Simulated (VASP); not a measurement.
Write the native input for VASP 6.6.1 that does the following.

- Task: single point
- Functional: PBEsol
- Potentials or basis: VASP PAW PBE potentials, release 64 (Hg, Te)
- Cutoff: 500 eV
- k mesh: 4 × 4 × 4
- Occupations: gaussian, width 0.01 eV
- Spin: no spin polarisation
- Dipole correction: no
- Further INCAR settings: ALGO = Normal; EDIFF = 1e-06; NBANDS = 16

The structure of HgTe lies in POSCAR:

```
HgTe
1.0
    0.0000000000      3.2891578872      3.2891578872
    3.2891578872      0.0000000000      3.2891578872
    3.2891578872      3.2891578872      0.0000000000
Hg Te
1 1
Direct
    0.0000000000      0.0000000000      0.0000000000
    0.2500000000      0.2500000000      0.2500000000
```

These files were run (other wordings do the same):

INCAR

```
SYSTEM = HgTe
PREC = Accurate ; ENCUT = 500
EDIFF = 1E-6 ; ISMEAR = 0
SIGMA = 0.01 ; LREAL = .FALSE.
LASPH = .TRUE. ; NELM = 120
ALGO = Normal ; ISIF = 2
LWAVE = .FALSE. ; LCHARG = .TRUE.
GGA = PS ; LELF = .TRUE.
LVHAR = .TRUE. ; NBANDS = 16
GGA_COMPAT = .FALSE.
```

KPOINTS

```
Automatic mesh
0
G
  4 4 4
  0 0 0
```

Potentials or basis: VASP PAW PBE potentials, release 64 (Hg, Te).

Launch:

```bash
$ cat potpaw_PBE.64/Hg/POTCAR potpaw_PBE.64/Te/POTCAR > POTCAR
$ mpirun -np 1 vasp_std > vasp.out
```

It gave:

```json
{
  "Pressure": "-0.7 GPa",
  "Band gap on the k mesh": "zero (filled and empty bands touch)"
}
```

Caveat: the k points lie up to 0.41 Å⁻¹ apart; semilocal functionals underestimate gaps, and a narrow one can read as zero; the PAW data sets were made with another functional, which shifts forces and pressure a little; spin-orbit coupling is left out, which moves the levels of the heavy elements.

It took 16 s on 1 thread of Intel Xeon 8259CL, with other jobs on the host, peak memory 0.2 GiB.
